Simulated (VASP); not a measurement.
Wanted: the native input for a VASP 6.6.1 run.

```
Task                   : single point
Functional             : PBE
Potentials or basis    : VASP PAW PBE potentials, release 64 (Pb_d)
Cutoff                 : 500 eV
k mesh                 : 4 × 4 × 4
Occupations            : fermi-dirac, width 0.15 eV
Spin                   : non-collinear spin, zero start, spin-orbit coupling
Starting moments       : [[0, 0, 0]] μB
Dipole correction      : no
Further INCAR settings : ALGO = Normal; EDIFF = 1e-06; NBANDS = 25
```

The structure of Pb lies in POSCAR:

```
Pb
1.0
    0.0000000000      2.5028880800      2.5028880800
    2.5028880800      0.0000000000      2.5028880800
    2.5028880800      2.5028880800      0.0000000000
Pb
1
Direct
    0.0000000000      0.0000000000      0.0000000000
```

These files were run (other wordings do the same):

INCAR

```
ALGO = Normal
EDIFF = 1E-6
ENCUT = 500
GGA = PE
GGA_COMPAT = False
ISIF = 2
ISMEAR = -1
LASPH = True
LCHARG = False
LNONCOLLINEAR = True
LORBIT = 11
LORBMOM = True
LREAL = False
LSORBIT = True
LWAVE = False
MAGMOM = 0 0 0
NBANDS = 25
NELM = 200
PREC = Accurate
SIGMA = 0.15
```

KPOINTS

```
k-points
0
Gamma
  4 4 4
```

Potentials or basis: VASP PAW PBE potentials, release 64 (Pb_d).

Command:

```console
$ cat potpaw_PBE.64/Pb_d/POTCAR > POTCAR
$ mpirun -np 1 vasp_ncl > vasp.out
```

It gave:

```json
{
 "Pressure": "1.2 GPa",
 "Net moment": "0.00 μB per cell",
 "Valence electrons inside the program's atomic spheres": "Pb 11.95"
}
```

Caveat: the k points lie up to 0.54 Å⁻¹ apart.

It took 25 s on 1 thread of Intel Xeon 6975P-C, with other jobs on the host, peak memory 0.23 GiB.
